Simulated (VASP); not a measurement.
A run of VASP 6.6.1 is set up as follows.

The input INCAR:

```
SYSTEM = LiCl
  ALGO = Normal
  EDIFF = 1E-6
  ENCUT = 520
  GGA = PE
  ISIF = 2
  ISMEAR = -1
  LASPH = .TRUE.
  LCHARG = .TRUE.
  LELF = .TRUE.
  LREAL = .FALSE.
  LVHAR = .TRUE.
  LWAVE = .FALSE.
  NBANDS = 12
  NELM = 80
  PREC = Accurate
  SIGMA = 0.05
```

File KPOINTS:

```
k-points
0
G
  9 9 9
  0 0 0
```

File POSCAR:

```
LiCl
1.0
    0.0000000000      2.5301066968      2.5301066968
    2.5301066968      0.0000000000      2.5301066968
    2.5301066968      2.5301066968      0.0000000000
Cl Li
1 1
Direct
    0.5000000000      0.5000000000      0.5000000000
    0.0000000000      0.0000000000      0.0000000000
```

Potentials or basis: VASP PAW PBE potentials, release 64 (Cl, Li_sv).

Launch:

```bash
$ cat potpaw_PBE.64/Cl/POTCAR potpaw_PBE.64/Li_sv/POTCAR > POTCAR
$ mpirun -np 1 vasp_std > vasp.out
```

**Question.** Predict the band gap on the k mesh.

**Answer.** 6.58 eV, direct.

 A k mesh can miss the band edges.
